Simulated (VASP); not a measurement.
# MnO2 (R-3m) in VASP: further runs, part 2 of 2

VASP 6.6.1. Earlier steps stand in the parts before.

### 3 Single point, PBEsol+U, collinear spin, ferromagnetic start

This run uses another cell than the first one, of 9.99 Å³/atom.

The input, INCAR:

```
SYSTEM = MnO2
PREC = Accurate
ENCUT = 520
EDIFF = 1E-6
ISMEAR = -1
SIGMA = 0.1
LREAL = .FALSE.
LASPH = .TRUE.
NELM = 150
ALGO = Normal
ISIF = 2
LWAVE = .FALSE.
LCHARG = .FALSE.
ISPIN = 2
MAGMOM = 4 0 0
LORBIT = 11
LMAXMIX = 4
LDAU = .TRUE.
LDAUTYPE = 1
LDAUL = 2 -1
LDAUU = 6.9 0
LDAUJ = 0.9 0
LDAUPRINT = 1
GGA = PS
NBANDS = 24
```

The input, KPOINTS:

```
regular mesh
0
G
  12 12 12
  0 0 0
```

The input, POSCAR:

```
MnO2
1.0
    1.3917921857      0.8035512698      4.4663430519
   -1.3917921857      0.8035512698      4.4663430519
    0.0000000000     -1.6071025396      4.4663430519
Mn O
1 2
Direct
    0.0000000000      0.0000000000      0.0000000000
    0.2643640000      0.2643640000      0.2643640000
    0.7356360000      0.7356360000      0.7356360000
```

Potentials or basis: VASP PAW PBE potentials, release 64 (Mn_pv, O).

Launch:

```bash
> cat potpaw_PBE.64/Mn_pv/POTCAR potpaw_PBE.64/O/POTCAR > POTCAR
> mpirun -np 1 vasp_std > vasp.out
```

OUTCAR:

```text
SYSTEM = MnO2
   PREC = Accurate
   ENCUT = 520
   EDIFF = 1E-6
   ISMEAR = -1
   LREAL = .FALSE.
   LASPH = .TRUE.
   NELM = 150
   ISIF = 2
   ISPIN = 2
   LORBIT = 11
   GGA = PS

 ion  position               nearest neighbor table
   1  0.000  0.000  0.000-   3 1.85   2 1.85   3 1.85   3 1.85   2 1.85   2 1.85
   2  0.264  0.264  0.264-   1 1.85   1 1.85   1 1.85
   3  0.736  0.736  0.736-   1 1.85   1 1.85   1 1.85

  LATTYP: Found a trigonal (rhomboedric) cell.
 ALAT       =     4.7466830933
 COS(alpha) =     0.8280515330

  Lattice vectors:

 A1 = (   1.3917921857,   0.8035512698,   4.4663430519)
 A2 = (  -1.3917921857,   0.8035512698,   4.4663430519)
 A3 = (   0.0000000000,  -1.6071025396,   4.4663430519)

Analysis of symmetry for initial positions (statically):
=====================================================================
 Subroutine PRICEL returns:
 Original cell was already a primitive cell.

 Routine SETGRP: Setting up the symmetry group for a
 trigonal (rhombohedral) supercell.

 Subroutine GETGRP returns: Found 12 space group operations
 (whereof 12 operations were pure point group operations)
 out of a pool of 12 trial point group operations.

The static configuration has the point symmetry D_3d.

Analysis of symmetry for dynamics (positions and initial velocities):
=====================================================================
 Subroutine PRICEL returns:
 Original cell was already a primitive cell.

 Routine SETGRP: Setting up the symmetry group for a
 trigonal (rhombohedral) supercell.

 Subroutine GETGRP returns: Found 12 space group operations
 (whereof 12 operations were pure point group operations)
 out of a pool of 12 trial point group operations.

The dynamic configuration has the point symmetry D_3d.

Analysis of structural, dynamic, and magnetic symmetry:
=====================================================================
 Subroutine PRICEL returns:
 Original cell was already a primitive cell.

 Routine SETGRP: Setting up the symmetry group for a
 trigonal (rhombohedral) supercell.

 Subroutine GETGRP returns: Found 12 space group operations
 (whereof 12 operations were pure point group operations)
 out of a pool of 12 trial point group operations.

The overall configuration has the point symmetry D_3d.

 Subroutine INISYM returns: Found 12 space group operations
 (whereof 12 operations are pure point group operations),
 and found     1 'primitive' translations

----------------------------------------------------------------------------------------

                                     Primitive cell

  volume of cell :      29.9703

  direct lattice vectors                    reciprocal lattice vectors
     1.391792186  0.803551270  4.466343052     0.359249035  0.207412611  0.074632273
    -1.391792186  0.803551270  4.466343052    -0.359249035  0.207412611  0.074632273
[... 120 lines left out ...]
   LEPSILON=     F    determine dielectric tensor
   LRPA    =     F    only Hartree local field effects (RPA)
 spin polarized calculation
  energy-cutoff  :      520.00
  volume of cell :       29.97
 maximum number of plane-waves:       821
   NGX = 17   NGY = 17   NGZ = 17

atom =   1  type =  1  l = 2

 onsite density matrix

spin component  1

  0.7950 -0.0000 -0.0000 -0.2194 -0.0000
 -0.0000  0.7126  0.0000 -0.0000 -0.2194
 -0.0000  0.0000  0.9757 -0.0000 -0.0000
 -0.2194 -0.0000 -0.0000  0.7126 -0.0000
 -0.0000 -0.2194 -0.0000 -0.0000  0.7950

spin component  2

  0.2179 -0.0000 -0.0000  0.1477 -0.0000
 -0.0000  0.2461 -0.0000 -0.0000  0.1477
 -0.0000 -0.0000  0.0793 -0.0000 -0.0000
  0.1477 -0.0000 -0.0000  0.2461  0.0000
 -0.0000  0.1477 -0.0000  0.0000  0.2179

 occupancies and eigenvectors

  o =  0.0793  v =  0.0000  0.0000  0.0000  0.0000  0.0000  0.0000  0.0000 -1.0000  0.0000 -0.0000      0.0000  0.0000  0.0000  0.0000  0.0000  0.0000  0.0000  0.0000  0.0000  0.0000
  o =  0.0836  v =  0.0000  0.0000  0.0000  0.0000  0.0000  0.0000 -0.6728 -0.0000  0.0000  0.7399      0.0000  0.0000  0.0000  0.0000  0.0000  0.0000  0.0000  0.0000  0.0000  0.0000
  o =  0.0836  v =  0.0000  0.0000  0.0000  0.0000  0.0000 -0.7399  0.0000 -0.0000  0.6728 -0.0000      0.0000  0.0000  0.0000  0.0000  0.0000  0.0000  0.0000  0.0000  0.0000  0.0000
  o =  0.3804  v =  0.0000  0.0000  0.0000  0.0000  0.0000  0.0000 -0.7399  0.0000 -0.0000 -0.6728      0.0000  0.0000  0.0000  0.0000  0.0000  0.0000  0.0000  0.0000  0.0000  0.0000
  o =  0.3804  v =  0.0000  0.0000  0.0000  0.0000  0.0000  0.6728  0.0000 -0.0000  0.7399 -0.0000      0.0000  0.0000  0.0000  0.0000  0.0000  0.0000  0.0000  0.0000  0.0000  0.0000
  o =  0.5306  v =  0.0000  0.7696  0.0000 -0.0000  0.6385  0.0000  0.0000  0.0000  0.0000  0.0000      0.0000  0.0000  0.0000  0.0000  0.0000  0.0000  0.0000  0.0000  0.0000  0.0000
  o =  0.5306  v =  0.6385  0.0000  0.0000  0.7696  0.0000  0.0000  0.0000  0.0000  0.0000  0.0000      0.0000  0.0000  0.0000  0.0000  0.0000  0.0000  0.0000  0.0000  0.0000  0.0000
  o =  0.9757  v =  0.0000 -0.0002  1.0000 -0.0000  0.0002  0.0000  0.0000  0.0000  0.0000  0.0000      0.0000  0.0000  0.0000  0.0000  0.0000  0.0000  0.0000  0.0000  0.0000  0.0000
  o =  0.9771  v =  0.0000  0.6385  0.0003  0.0000 -0.7696  0.0000  0.0000  0.0000  0.0000  0.0000      0.0000  0.0000  0.0000  0.0000  0.0000  0.0000  0.0000  0.0000  0.0000  0.0000
  o =  0.9771  v = -0.7696  0.0000  0.0000  0.6385  0.0000  0.0000  0.0000  0.0000  0.0000  0.0000      0.0000  0.0000  0.0000  0.0000  0.0000  0.0000  0.0000  0.0000  0.0000  0.0000

 number of electron      25.0000001 magnetization       2.9999760

 Free energy of the ion-electron system (eV)
  ---------------------------------------------------
  ext. energy  EPLUGINS =         0.00000000
  ---------------------------------------------------
  free energy    TOTEN  =       -21.08440067 eV

  energy without entropy =      -21.08439989  energy(sigma->0) =      -21.08440028

 E-fermi :   4.5984     XC(G=0): -11.4996

 val. band max:        3.3094050872   @ k =  -0.1667   0.0833   0.0000
 cond. band min:       5.8045381500   @ k =   0.5000   0.2500   0.2500
 fundamental gap:      2.4951330628
 Fermi energy:         4.5983883373

 spin component 1

 k-point     1 :       0.0000    0.0000    0.0000
  band No.  band energies     occupation
      1     -46.5742      1.00000
      2     -46.5644      1.00000
      3     -46.5644      1.00000
      4     -16.0837      1.00000
      5     -13.2278      1.00000
      6      -4.2849      1.00000
[... 1289 lines left out ...]
     23      26.0994      0.00000
     24      27.7597      0.00000

 [... further k-points ...]

------------------------ aborting loop because EDIFF is reached ----------------------------------------

  FORCE on cell =-STRESS in cart. coord.  units (eV):
  Direction    XX          YY          ZZ          XY          YZ          ZX
  --------------------------------------------------------------------------------------
  -------------------------------------------------------------------------------------
  Total        5.2212061      5.2212019      3.0671241      0.0000000      0.0000000      0.0000000
  in kB      279.1194516    279.1192270    163.9648002      0.0000000      0.0000000      0.0000000
  external PRESSURE =     240.7344929 kB  Pullay stress =       0.0000000 kB

 VOLUME and BASIS-vectors are now :
 -----------------------------------------------------------------------------
  energy-cutoff  :      520.00
  volume of cell :       29.97
      direct lattice vectors                 reciprocal lattice vectors
     1.391792186  0.803551270  4.466343052     0.359249035  0.207412611  0.074632273
    -1.391792186  0.803551270  4.466343052    -0.359249035  0.207412611  0.074632273
     0.000000000 -1.607102540  4.466343052     0.000000000 -0.414825221  0.074632273

 POSITION                                       TOTAL-FORCE (eV/Angst)
 -----------------------------------------------------------------------------------
      0.00000      0.00000      0.00000         0.000000      0.000000     -0.000000
      0.00000      0.00000      3.54222         0.000000      0.000000     -1.486878
      0.00000      0.00000      9.85681         0.000000     -0.000000      1.486878
 -----------------------------------------------------------------------------------
    total drift:                                0.000000      0.000000      0.000000

  FREE ENERGIE OF THE ION-ELECTRON SYSTEM (eV)
  ---------------------------------------------------
  free  energy   TOTEN  =       -21.0844006666 eV

  energy  without entropy=      -21.0843998948  energy(sigma->0) =      -21.08440028

 total charge

# of ion       s       p       d       tot
------------------------------------------
    1        0.406   6.574   4.959  11.939
    2        1.579   3.471   0.000   5.050
    3        1.579   3.471   0.000   5.050
--------------------------------------------------
tot          3.563  13.517   4.959  22.039

 magnetization (x)

# of ion       s       p       d       tot
------------------------------------------
    1        0.028   0.042   2.981   3.051
    2        0.001  -0.043   0.000  -0.042
    3        0.001  -0.043   0.000  -0.042
--------------------------------------------------
tot          0.030  -0.044   2.981   2.967
```

OSZICAR:

```text
N       E                     dE             d eps       ncg     rms          rms(c)
DAV:   1     0.251008984282E+03    0.25101E+03   -0.13710E+04 18240   0.120E+03
DAV:   2    -0.120346000000E+02   -0.26304E+03   -0.24701E+03 19984   0.368E+02
DAV:   3    -0.260052269270E+02   -0.13971E+02   -0.13901E+02 20872   0.910E+01
DAV:   4    -0.261260061867E+02   -0.12078E+00   -0.12077E+00 20304   0.889E+00
DAV:   5    -0.261273048860E+02   -0.12987E-02   -0.12987E-02 21352   0.881E-01    0.351E+01
DAV:   6    -0.221269575066E+02    0.40003E+01   -0.47559E+01 21312   0.762E+01    0.269E+01
DAV:   7    -0.212583490541E+02    0.86861E+00   -0.19781E+01 19872   0.451E+01    0.150E+01
DAV:   8    -0.210768426259E+02    0.18151E+00   -0.10532E+00 19816   0.871E+00    0.646E+00
DAV:   9    -0.210978319990E+02   -0.20989E-01   -0.50498E-01 21608   0.702E+00    0.204E+00
DAV:  10    -0.210832882943E+02    0.14544E-01   -0.14346E-01 20328   0.426E+00    0.287E-01
DAV:  11    -0.210841479718E+02   -0.85968E-03   -0.46580E-03 20576   0.525E-01    0.142E-01
DAV:  12    -0.210843385544E+02   -0.19058E-03   -0.34233E-04 19664   0.160E-01    0.112E-01
DAV:  13    -0.210843929167E+02   -0.54362E-04   -0.25781E-04 19080   0.164E-01    0.292E-02
DAV:  14    -0.210844001635E+02   -0.72468E-05   -0.16424E-05 20616   0.374E-02    0.126E-02
DAV:  15    -0.210844006666E+02   -0.50318E-06   -0.24801E-06 16208   0.113E-02
   1 F= -.21084401E+02 E0= -.21084400E+02  d E =-.771845E-06  mag=     3.0000
```

Run time: 6.7 min. Hardware: 1 thread of AMD EPYC 9R45 (Zen 5), shared host; peak memory 0.34 GiB.

Results:

```yaml
Free_energy: -21.0844 eV
Pressure: 24.1 GPa
Largest_force: 1.487 eV/Å
Band_gap_on_the_k_mesh: 2.50 eV (least direct gap 2.66 eV)
Net_moment: 3.00 μB per cell
Site_moments: Mn +3.05; O -0.04 μB
Valence_electrons_inside_the_program's_atomic_spheres: Mn 11.94; O 5.05
```

Forces on the atoms (eV/Å):
```
Mn   0.000  0.000  0.000
O    0.000  0.000 -1.487
O    0.000  0.000  1.487
```

Stress tensor (GPa, compression positive):
```
27.91  0.00  0.00
 0.00 27.91  0.00
 0.00  0.00 16.40
```

Eigenvalues of the final occupation matrices:
```tsv
site	spin	trace	eigenvalues
site 1 d	1	3.99	0.53 0.53 0.98 0.98 0.98
site 1 d	2	1.01	0.08 0.08 0.08 0.38 0.38
```

Caveat: the stress differs along the axes, from 16 to 28 GPa; the PAW data sets were made with another functional, which shifts forces and pressure a little; a cell with one magnetic atom can't hold antiferromagnetic order, which such compounds often take.

### 4 Single point, PBEsol+U, collinear spin, ferromagnetic start

This run uses another cell than the first one, of 10.80 Å³/atom.

The input, INCAR:

```
SYSTEM = MnO2
PREC = Accurate
ENCUT = 520
EDIFF = 1E-6
ISMEAR = -1
SIGMA = 0.1
LREAL = .False.
LASPH = .True.
NELM = 150
ALGO = Normal
ISIF = 2
LWAVE = .False.
LCHARG = .False.
ISPIN = 2
MAGMOM = 4 0 0
LORBIT = 11
LMAXMIX = 4
LDAU = .True.
LDAUTYPE = 1
LDAUL = 2 -1
LDAUU = 6.9 0
LDAUJ = 0.9 0
LDAUPRINT = 1
GGA = PS
NBANDS = 24
```

The input, KPOINTS:

```
regular mesh
0
Gamma
  12 12 12
  0 0 0
```

The input, POSCAR:

```
MnO2
1.0
    1.4284350000      0.8247070000      4.5839320000
   -1.4284350000      0.8247070000      4.5839320000
    0.0000000000     -1.6494140000      4.5839320000
Mn O
1 2
Direct
    0.0000000000      0.0000000000      0.0000000000
    0.2643640000      0.2643640000      0.2643640000
    0.7356360000      0.7356360000      0.7356360000
```

Launch:

```bash
> cat potpaw_PBE.64/Mn_pv/POTCAR potpaw_PBE.64/O/POTCAR > POTCAR
> mpirun -np 1 vasp_std > vasp.out
```

It took 15 min on 1 thread of Oxide Virtual Turin-like, shared host; peak memory 0.36 GiB.

The run converged. Its results:

```
Free energy                                           : -21.3045 eV
Pressure                                              : 5.6 GPa
Largest force                                         : 0.274 eV/Å
Band gap on the k mesh                                : 1.95 eV (least direct gap 2.13 eV)
Net moment                                            : 3.00 μB per cell
Site moments                                          : Mn +3.18; O -0.10 μB
Valence electrons inside the program's atomic spheres : Mn 11.73; O 5.00
```

Forces on the atoms (eV/Å):
```
Mn   0.000  0.000  0.000
O    0.000  0.000 -0.274
O    0.000  0.000  0.274
```

Stress tensor (GPa, compression positive):
```
6.80 0.00 0.00
0.00 6.80 0.00
0.00 0.00 3.31
```

Levels at points of the mesh, in eV from the valence-band top:
Spin up:
```tsv
k point	band 12	band 13	band 14	band 15	band 16	band 17
(0.00, 0.00, 0.00)	-0.57	-0.57	-0.25	3.34	3.34	7.71
(0.50, 0.00, 0.00)	-2.09	-1.78	-1.40	2.40	3.14	12.56
(0.50, 0.50, 0.00)	-2.20	-1.87	-1.09	2.71	3.24	11.58
(0.50, 0.50, 0.50)	-0.77	-0.62	-0.62	3.37	3.37	9.93
```
Spin down:
| k point | band 8 | band 9 | band 10 | band 11 | band 12 | band 13 | band 14 | band 15 |
| --- | --- | --- | --- | --- | --- | --- | --- | --- |
| (0.00, 0.00, 0.00) | -4.19 | -0.73 | -0.73 | -0.38 | 3.63 | 3.63 | 5.16 | 5.31 |
| (0.50, 0.00, 0.00) | -3.44 | -2.49 | -2.15 | -1.46 | 3.60 | 4.12 | 4.58 | 5.03 |
| (0.50, 0.50, 0.00) | -3.37 | -2.25 | -1.90 | -1.18 | 3.50 | 4.16 | 4.64 | 4.98 |
| (0.50, 0.50, 0.50) | -3.46 | -1.77 | -0.79 | -0.79 | 3.62 | 3.62 | 5.07 | 5.35 |

Eigenvalues of the final occupation matrices:
```tsv
site	spin	trace	eigenvalues
site 1 d	1	4.01	0.55 0.55 0.97 0.97 0.97
site 1 d	2	0.89	0.07 0.07 0.07 0.34 0.34
```

Caveat: the cell stands under pressure; the PAW data sets were made with another functional, which shifts forces and pressure a little; a cell with one magnetic atom can't hold antiferromagnetic order, which such compounds often take.

### 5 Single point, PBEsol+U, collinear spin, ferromagnetic start

This run uses another cell than the first one, of 11.07 Å³/atom.

The input, INCAR:

```
SYSTEM = MnO2
PREC     = Accurate       ! precision mode
ENCUT    = 520            ! plane-wave cutoff, eV
EDIFF    = 1E-6           ! SCF threshold, eV
ISMEAR   = -1             ! smearing method
SIGMA    = 0.1            ! smearing width, eV
LREAL    = .FALSE.        ! projectors in reciprocal space
LASPH    = .TRUE.         ! aspherical terms in the spheres
NELM     = 150            ! most SCF steps
ALGO     = Normal         ! electronic algorithm
ISIF     = 2              ! what is computed and relaxed
LWAVE    = .FALSE.        ! write WAVECAR
LCHARG   = .TRUE.         ! write CHGCAR
ISPIN    = 2              ! spin polarisation
MAGMOM   = 4 0 0          ! initial moments
LORBIT   = 11             ! projections on sites
LMAXMIX  = 4              ! l up to which the mixer works
LDAU     = .TRUE.         ! DFT+U
LDAUTYPE = 1            
LDAUL    = 2 -1           ! shell
LDAUU    = 6.9 0          ! U, eV
LDAUJ    = 0.9 0        
LDAUPRINT= 1            
GGA      = PS             ! functional
LELF     = .TRUE.         ! ELF
LVHAR    = .TRUE.       
NBANDS   = 24             ! bands
```

The input, KPOINTS:

```
Automatic mesh
0
G
  12 12 12
  0 0 0
```

The input, POSCAR:

```
MnO2
1.0
    1.4402407833      0.8315230694      4.6218174536
   -1.4402407833      0.8315230694      4.6218174536
    0.0000000000     -1.6630461389      4.6218174536
Mn O
1 2
Direct
    0.0000000000      0.0000000000      0.0000000000
    0.2643640000      0.2643640000      0.2643640000
    0.7356360000      0.7356360000      0.7356360000
```

Launch:

```bash
> cat potpaw_PBE.64/Mn_pv/POTCAR potpaw_PBE.64/O/POTCAR > POTCAR
> mpirun -np 1 vasp_std > vasp.out
```

Wall time 22 min (1 thread of Oxide Virtual Turin-like, shared host); peak memory 0.4 GiB.

Results (log left out):

| Item | Value |
| --- | --- |
| Free energy | -21.3227 eV |
| Pressure | 1.2 GPa |
| Largest force | 0.046 eV/Å |
| Band gap on the k mesh | 1.77 eV (least direct gap 1.96 eV) |
| Net moment | 3.00 μB per cell |
| Site moments | Mn +3.24; O -0.13 μB |
| Valence electrons inside the program's atomic spheres | Mn 11.67; O 4.98 |

Forces on the atoms (eV/Å):
```
Mn   0.000  0.000  0.000
O    0.000  0.000  0.046
O    0.000  0.000 -0.046
```

Stress tensor (GPa, compression positive):
```
1.67 0.00 0.00
0.00 1.67 0.00
0.00 0.00 0.12
```

Levels at points of the mesh, in eV from the valence-band top:
Spin up:
```
           k point  band 12  band 13  band 14  band 15  band 16  band 17
(0.00, 0.00, 0.00)    -0.57    -0.57    -0.23     3.15     3.15     7.48
(0.50, 0.00, 0.00)    -2.06    -1.86    -1.37     2.21     2.95    12.37
(0.50, 0.50, 0.00)    -2.16    -1.94    -1.07     2.52     3.05    11.40
(0.50, 0.50, 0.50)    -0.85    -0.62    -0.62     3.18     3.18     9.63
```
Spin down:
```
           k point  band 9  band 10  band 11  band 12  band 13  band 14
(0.00, 0.00, 0.00)   -0.77    -0.77    -0.42     3.66     3.66     5.10
(0.50, 0.00, 0.00)   -2.44    -2.15    -1.47     3.60     4.10     4.53
(0.50, 0.50, 0.00)   -2.25    -1.86    -1.20     3.51     4.14     4.58
(0.50, 0.50, 0.50)   -1.75    -0.83    -0.83     3.65     3.65     5.01
```

Eigenvalues of the final occupation matrices:
| site | spin | trace | eigenvalues |
| --- | --- | --- | --- |
| site 1 d | 1 | 4.02 | 0.55 0.55 0.97 0.97 0.97 |
| site 1 d | 2 | 0.85 | 0.06 0.07 0.07 0.33 0.33 |

Caveat: the PAW data sets were made with another functional, which shifts forces and pressure a little; a cell with one magnetic atom can't hold antiferromagnetic order, which such compounds often take. A k mesh can miss the band edges.

### 6 Summary

```csv
cell,gap on the mesh (eV),pressure (GPa),moment (μB),largest force (eV/Å)
"a = 4.704 Å, angles 34.1°, 3 atoms",2.68,32.3,3.00,1.99
"a = 4.747 Å, angles 34.1°, 3 atoms",2.50,24.1,3.00,1.49
"a = 4.872 Å, angles 34.1°, 3 atoms",1.95,5.6,3.00,0.27
"a = 4.912 Å, angles 34.1°, 3 atoms",1.77,1.2,3.00,0.05
```

Alike in all rows: task single point; level PBEsol+U; potentials or basis VASP PAW PBE potentials, release 64 (Mn_pv, O); spin collinear, ferromagnetic start; Mn d U = 6.9 eV, J = 0.9 eV; k mesh 12 × 12 × 12; cutoff (eV) 520; smearing fermi-dirac 0.1 eV.

Caveats: the PAW data sets were made with another functional, which shifts forces and pressure a little; a cell with one magnetic atom can't hold antiferromagnetic order, which such compounds often take; the stress differs along the axes, from 22 to 37 GPa (at least some runs); the stress differs along the axes, from 16 to 28 GPa (at least some runs); the cell stands under pressure (at least some runs).

Absolute energies hang on the potentials; compare differences alone.
